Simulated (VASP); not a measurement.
Write the native input for VASP 6.6.1 that does the following.

```
Task                   : single point
Functional             : LDA
Potentials or basis    : VASP PAW LDA potentials, release 64 (Hg, Te)
Cutoff                 : 520 eV
k mesh                 : 11 × 11 × 11
Occupations            : fermi-dirac, width 0.03 eV
Spin                   : no spin polarisation
Dipole correction      : no
Further INCAR settings : ALGO = Normal; EDIFF = 1e-06; NBANDS = 16
```

The structure of HgTe lies in POSCAR:

```
HgTe
1.0
    0.0000000000      3.2018651199      3.2018651199
    3.2018651199      0.0000000000      3.2018651199
    3.2018651199      3.2018651199      0.0000000000
Hg Te
1 1
Direct
    0.0000000000      0.0000000000      0.0000000000
    0.7500000000      0.7500000000      0.7500000000
```

This cell differs from its parent crystal: volume scaled by 0.98.

These files were run (other wordings do the same):

INCAR

```
PREC = Accurate ; ENCUT = 520
EDIFF = 1E-6 ; ISMEAR = -1
SIGMA = 0.03 ; LREAL = False
LASPH = True ; NELM = 100
ALGO = Normal ; ISIF = 2
LWAVE = False ; LCHARG = False
GGA = CA ; NBANDS = 16
```

KPOINTS

```
regular mesh
0
Gamma
  11 11 11
```

Potentials or basis: VASP PAW LDA potentials, release 64 (Hg, Te).

The run is started by

```sh
$ cat potpaw_LDA.64/Hg/POTCAR potpaw_LDA.64/Te/POTCAR > POTCAR
$ mpirun -np 1 vasp_std > vasp.out
```

Results of the run:

The pressure is 1.0 GPa and the band gap on the k mesh is zero (filled and empty bands touch).

Caveat: spin-orbit coupling is left out, which moves the levels of the heavy elements.

It took 65 s on 1 thread of Intel(R) Xeon(R) Platinum 8375C CPU @ 2.90GHz (Ice Lake) (shared host), peak memory 0.21 GiB.
